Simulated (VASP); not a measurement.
# Be3H2 (Fmmm) in VASP: further runs, part 2 of 3

VASP 6.6.1.

### Step 3. Relaxation of cell and atoms, PBE

This run uses another cell than the first one, of 8.23 Å³/atom.

Input file INCAR:

```
SYSTEM = Be3H2
PREC     = Accurate       ! precision mode
ENCUT    = 600            ! plane-wave cutoff, eV
EDIFF    = 1E-7           ! SCF threshold, eV
ISMEAR   = 0              ! smearing method
SIGMA    = 0.1            ! smearing width, eV
LREAL    = .False.        ! projectors in reciprocal space
LASPH    = .True.         ! aspherical terms in the spheres
NELM     = 100            ! most SCF steps
ALGO     = Normal         ! electronic algorithm
ISIF     = 3              ! what is computed and relaxed
LWAVE    = .False.        ! write WAVECAR
LCHARG   = .False.        ! write CHGCAR
GGA      = PE             ! functional
IBRION   = 2              ! ionic algorithm
NSW      = 90             ! ionic steps
EDIFFG   = -0.04          ! ionic threshold
```

Input file KPOINTS:

```
Automatic mesh
0
Gamma
  6 6 6
  0 0 0
```

Input file POSCAR:

```
Be3H2
1.0
    0.0000000000      2.5229824836      3.5886545768
    2.2728864416      0.0000000000      3.5886545768
    2.2728864416      2.5229824836      0.0000000000
Be H
3 2
Direct
    0.2035703977      0.7964296023      0.2035703977
    0.7964296023      0.2035703977      0.7964296023
    0.5000000000      0.5000000000      0.5000000000
    0.7500000000      0.2500000000      0.2500000000
    0.2500000000      0.7500000000      0.7500000000
```

Potentials or basis: VASP PAW PBE potentials, release 64 (Be, H).

Command:

```sh
cat potpaw_PBE.64/Be/POTCAR potpaw_PBE.64/H/POTCAR > POTCAR
mpirun -np 1 vasp_std > vasp.out
```

OUTCAR:

```text
SYSTEM = Be3H2
   PREC = Accurate
   ENCUT = 600
   EDIFF = 1E-7
   ISMEAR = 0
   LREAL = .False.
   LASPH = .True.
   NELM = 100
   ISIF = 3
   GGA = PE
   IBRION = 2
   NSW = 90
   EDIFFG = -0.04

 ion  position               nearest neighbor table
   1  0.204  0.796  0.204-   3 1.50   4 1.53   5 1.53   2 2.05   2 2.32   2 2.32
   2  0.796  0.204  0.796-   3 1.50   4 1.53   5 1.53   1 2.05   1 2.32   1 2.32
   3  0.500  0.500  0.500-   4 1.14   5 1.14   1 1.50   2 1.50
   4  0.750  0.250  0.250-   3 1.14   2 1.53   1 1.53
   5  0.250  0.750  0.750-   3 1.14   2 1.53   1 1.53

  LATTYP: Found a face centered orthorhombic cell.
 ALAT       =     4.5457728832
 B/A-ratio  =     1.1100345523
 C/A-ratio  =     1.5788974368

  Lattice vectors:

 A1 = (   0.0000000000,   2.5229824836,   3.5886545768)
 A2 = (   2.2728864416,   0.0000000000,   3.5886545768)
 A3 = (   2.2728864416,   2.5229824836,   0.0000000000)

Analysis of symmetry for initial positions (statically):
=====================================================================
 Subroutine PRICEL returns:
 Original cell was already a primitive cell.

 Routine SETGRP: Setting up the symmetry group for a
 face centered orthorhombic supercell.

 Subroutine GETGRP returns: Found  8 space group operations
 (whereof  8 operations were pure point group operations)
 out of a pool of  8 trial point group operations.

The static configuration has the point symmetry D_2h.

Analysis of symmetry for dynamics (positions and initial velocities):
=====================================================================
 Subroutine PRICEL returns:
 Original cell was already a primitive cell.

 Routine SETGRP: Setting up the symmetry group for a
 face centered orthorhombic supercell.

 Subroutine GETGRP returns: Found  8 space group operations
 (whereof  8 operations were pure point group operations)
 out of a pool of  8 trial point group operations.

The dynamic configuration has the point symmetry D_2h.

 Subroutine INISYM returns: Found  8 space group operations
 (whereof  8 operations are pure point group operations),
 and found     1 'primitive' translations

----------------------------------------------------------------------------------------

                                     Primitive cell

  volume of cell :      41.1579

  direct lattice vectors                    reciprocal lattice vectors
     0.000000000  2.522982484  3.588654577    -0.219984594  0.198178150  0.139327982
     2.272886442  0.000000000  3.588654577     0.219984594 -0.198178150  0.139327982
     2.272886442  2.522982484  0.000000000     0.219984594  0.198178150 -0.139327982

  length of vectors
     4.386784960  4.247876463  3.395799374     0.327230938  0.327230938  0.327230938

  position of ions in fractional coordinates (direct lattice)
     0.203570398  0.796429602  0.203570398
     0.796429602  0.203570398  0.796429602
     0.500000000  0.500000000  0.500000000
     0.750000000  0.250000000  0.250000000
     0.250000000  0.750000000  0.750000000

  ion indices of the primitive-cell ions
   primitive index   ion index
                 1           1
                 2           2
                 3           3
                 4           4
                 5           5

----------------------------------------------------------------------------------------

[... 25 lines left out ...]
            Coordinates               Weight
  0.000000  0.000000  0.000000      1.000000
  0.166667  0.000000  0.000000      8.000000
  0.333333 -0.000000 -0.000000      8.000000
  0.500000  0.000000  0.000000      4.000000
  0.166667  0.166667  0.000000      2.000000
  0.333333  0.166667 -0.000000      8.000000
[... 16 lines left out ...]
 -0.166667  0.166667  0.166667      8.000000
  0.500000  0.333333  0.166667      4.000000
 [... further k-points ...]
   k-points           NKPTS =     46   k-points in BZ     NKDIM =     46   number of bands    NBANDS=      8
   number of dos      NEDOS =    301   number of ions     NIONS =      5
   total plane-waves  NPLWV =  36288
[... 15 lines left out ...]
   EDIFF  = 0.1E-06   stopping-criterion for ELM
   LREAL  =      F    real-space projection
   EDIFFG = -.4E-01   stopping-criterion for IOM
   NSW    =     90    number of steps for IOM
   IBRION =      2    ionic relax: 0-MD 1-quasi-New 2-CG
   NFREE  =      1    steps in history (QN), initial steepest desc. (CG)
   ISIF   =      3    stress and relaxation
   ISYM   =      2    0-nonsym 1-usesym 2-fastsym
   POTIM  = 0.5000    time-step for ionic-motion
   TEBEG  =    0.0;   TEEND  =   0.0 temperature during run
   PSTRESS=    0.0 pullay stress
   NELECT =       8.0000    total number of electrons
   NUPDOWN=      -1.0000    fix difference up-down
   EMIN   =  10.00;   EMAX   =-10.00  energy-range for DOS
   EFERMI =   0.00;   METHOD = LEGACY
   ISMEAR =     0;   SIGMA  =   0.10  broadening in eV -4-tet -1-fermi 0-gaus
   EFERMI_NEDOS =   21; number of points for ismear=-14 and -15
   IALGO  =     38    algorithm
   IMIX   =      4    mixing-type and parameters
     AMIX     =   0.40;   BMIX     =  1.00
     AMIX_MAG =   1.60;   BMIX_MAG =  1.00
  volume/ion in A,a.u.               =       8.23        55.55
  Fermi-wavevector in a.u.,A,eV,Ry     =   0.948317  1.792060 12.235794  0.899305
  Thomas-Fermi vector in A             =   2.076494
   LORBIT       =      0    0 simple, 1 ext, 2 COOP (PROOUT), +10 PAW based schemes
   GGA     = PE    functional components
   LHFCALC =     F    Hartree Fock is set to
   AEXX    =    0.0000 exact exchange contribution
   IVDW    =     0    specifies the selected vdW correction
   LEPSILON=     F    determine dielectric tensor
   LRPA    =     F    only Hartree local field effects (RPA)
 conjugate gradient relaxation of ions
 non-spin polarized calculation
 Gauss-broadening in eV      SIGMA  =   0.10
  energy-cutoff  :      600.00
  volume of cell :       41.16
 maximum number of plane-waves:      1390
   NGX = 17   NGY = 17   NGZ = 13

--------------------------------------- Ionic step        1  -------------------------------------------

 number of electron       8.0000000 magnetization

 Free energy of the ion-electron system (eV)
  ---------------------------------------------------
  ext. energy  EPLUGINS =         0.00000000
  ---------------------------------------------------
  free energy    TOTEN  =        -8.37178767 eV

  energy without entropy =       -8.36328536  energy(sigma->0) =       -8.36753651

------------------------ aborting loop because EDIFF is reached ----------------------------------------

  FORCE on cell =-STRESS in cart. coord.  units (eV):
  Direction    XX          YY          ZZ          XY          YZ          ZX
  --------------------------------------------------------------------------------------
  -------------------------------------------------------------------------------------
  Total        6.4793960     30.1029296     -2.4652912     -0.0000000      0.0000000      0.0000000
  in kB      252.2269462   1171.8329852    -95.9677193     -0.0000000      0.0000000      0.0000000
  external PRESSURE =     442.6974040 kB  Pullay stress =       0.0000000 kB
[... 364 lines left out ...]
 k-point    24 :       0.5000    0.3333    0.1667
  band No.  band energies     occupation
      1      -4.3400      2.00000
      2      -1.0663      2.00000
      3       0.7769      2.00000
      4       3.0627      2.00000
      5       5.3101      0.00000
      6       6.5537      0.00000
      7       8.9583      0.00000
      8      13.8275      0.00000

 [... further k-points ...]

[... ionic steps 4 to 34 ...]

--------------------------------------- Ionic step       35  -------------------------------------------

 number of electron       8.0000000 magnetization

------------------------ aborting loop because EDIFF is reached ----------------------------------------
[... 346 lines left out ...]
--------------------------------------- Ionic step       37  -------------------------------------------

 number of electron       8.0000000 magnetization

 Free energy of the ion-electron system (eV)
  ---------------------------------------------------
  ext. energy  EPLUGINS =         0.00000000
  ---------------------------------------------------
  free energy    TOTEN  =       -16.60757136 eV

  energy without entropy =      -16.60502230  energy(sigma->0) =      -16.60629683

 E-fermi :   3.2015     XC(G=0):  -8.8140

 val. band max:        3.1691900599   @ k =   0.5000  -0.3333   0.1667
 cond. band min:       3.2093665292   @ k =   0.5000   0.3333   0.0000
 fundamental gap:      0.0401764693
 Fermi energy:         3.2015231754
[... 296 lines left out ...]
  FREE ENERGIE OF THE ION-ELECTRON SYSTEM (eV)
  ---------------------------------------------------
  free  energy   TOTEN  =       -16.6075713608 eV

  energy  without entropy=      -16.6050223021  energy(sigma->0) =      -16.60629683

 reached required accuracy - stopping structural energy minimisation
```

Run time: 13 min. Hardware: 1 thread of Intel Xeon 8259CL, shared host; peak memory 0.2 GiB.

What came out:

```
Free energy                           : -16.6076 eV
Relaxed volume                        : 8.76 Å³/atom
Relaxed cell                          : a = 3.698 Å, b = 4.131 Å, c = 4.885 Å, α = 47.53°, β = 55.48°, γ = 76.99°
Space group after relaxing (to 0.1 Å) : Fmmm (No. 69)
Energy gained by relaxing             : 1647.2 meV/atom
Ionic steps                           : 37
Pressure after relaxing               : 0.2 GPa
Largest force after relaxing          : 0.035 eV/Å
Band gap on the k mesh                : zero (bands 4 and 5 overlap by 1.47 eV)
```

Forces in eV/Å, atoms in the order of the input:
```
Be   0.000  0.013  0.000
Be   0.000 -0.013  0.000
Be   0.000  0.000  0.000
H   -0.035  0.000  0.000
H    0.035  0.000  0.000
```

Step by step:
```
step  energy change (eV)  largest force (eV/Å)  pressure (GPa)  volume (Å³)
   1              0.0000                7.7057           44.27        41.16
   2             -4.1570                6.4427            6.57        55.09
   3             -4.7185                3.4196            8.60        50.21
   4             -4.7094                3.8251            7.97        50.86
   5             -5.6220                0.5233           -5.98        56.44
   6             -5.6218                0.5266           -5.82        56.34
   7             -5.8003                0.1573           -5.36        53.68
   8             -6.2642                0.9170           -2.62        46.00
   9             -6.3792                2.8996           19.26        31.87
  10             -6.4752                1.5856            0.91        41.36
  11             -6.5375                1.9550            3.69        38.86
  12             -6.6155                1.9366            4.04        38.11
  13             -6.8318                1.8777            6.14        35.84
  14             -6.9210                1.6857           16.88        31.20
  15             -6.9620                1.8395           10.81        33.19
  16             -7.1281                1.5325            8.72        33.63
  17             -7.4782                1.0109            3.00        34.94
  18             -7.4960                0.9694           -4.17        37.51
  19             -7.5938                0.9188           -1.33        36.32
  20             -7.7080                0.6708           -1.23        36.49
  21             -7.8541                0.7200            0.03        36.89
  22             -7.9300                0.5253            0.83        36.95
  23             -7.9728                0.3654            2.52        37.01
  24             -8.0072                0.2555            0.61        37.74
  25             -8.0141                0.5349           -1.02        38.49
  26             -8.0373                0.4880           -1.21        38.84
  27             -8.0666                0.3841           -1.37        39.55
  28             -8.0775                0.4741           -1.54        40.89
  29             -8.1034                0.4895           -1.06        41.09
  30             -8.1473                0.5781            0.99        41.62
  31             -8.1477                0.6140            1.93        41.79
  32             -8.1888                0.3604            1.49        42.19
  33             -8.2191                0.2873            0.80        43.01
  34             -8.2195                0.2487            0.85        42.93
  35             -8.2300                0.1176            0.72        43.22
  36             -8.2349                0.0586            0.61        43.60
  37             -8.2358                0.0354            0.22        43.81
```

Final structure:
```cif
data_structure
_symmetry_space_group_name_H-M 'P 1'
_symmetry_Int_Tables_number 1
_cell_length_a 3.6983
_cell_length_b 4.1311
_cell_length_c 4.8852
_cell_angle_alpha 47.529
_cell_angle_beta 55.480
_cell_angle_gamma 76.991
_cell_volume 43.81
loop_
_atom_site_label
_atom_site_type_symbol
_atom_site_fract_x
_atom_site_fract_y
_atom_site_fract_z
_atom_site_occupancy
Be1 Be 0.16285 0.83715 0.16285 1
Be2 Be 0.83715 0.16285 0.83715 1
Be3 Be 0.50000 0.50000 0.50000 1
H1 H 0.85697 0.14303 0.14303 1
H2 H 0.14303 0.85697 0.85697 1
```

Caveat: a cell axis changed by over 15 % at a fixed basis, so the end point is rough.

[end of part 2 of 3]

The gap in the log of VASP goes by the Fermi energy; the results here count the filled bands.